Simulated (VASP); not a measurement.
Cs: single point with PBE

The system is Cs.

```
CELL_PARAMETERS angstrom
0.00000 5.73781 5.73781
5.73781 0.00000 5.73781
5.73781 5.73781 0.00000
ATOMIC_POSITIONS crystal
Cs 0.00000 0.00000 0.00000
Cs 0.25000 0.25000 0.25000
```

```json
{
  "Program": "VASP 6.6.1",
  "Task": "single point",
  "Functional": "PBE",
  "Potentials or basis": "VASP PAW PBE potentials, release 64 (Cs_sv)",
  "Cutoff": "520 eV",
  "k mesh": "9 × 9 × 9",
  "Occupations": "fermi-dirac, width 0.0612256 eV",
  "Spin": "no spin polarisation",
  "Dipole correction": "no",
  "Further INCAR settings": "ALGO = Normal; EDIFF = 1e-06; NBANDS = 16"
}
```

The pressure is 0.0 GPa. The band gap on the k mesh is 0.03 eV, direct.

Levels at points of the mesh, in eV from the valence-band top:
```csv
k point,band 6,band 7,band 8,band 9,band 10,band 11,band 12,band 13
"(0.00, 0.00, 0.00)",-11.08,-11.08,-11.08,-1.27,1.35,1.35,1.35,1.35
```

It took 72 s on 1 thread of Intel(R) Xeon(R) 6975P-C (Granite Rapids) (shared host), peak memory 0.58 GiB.

Caveat: spin-orbit coupling is left out, which moves the levels of the heavy elements. A k mesh can miss the band edges.
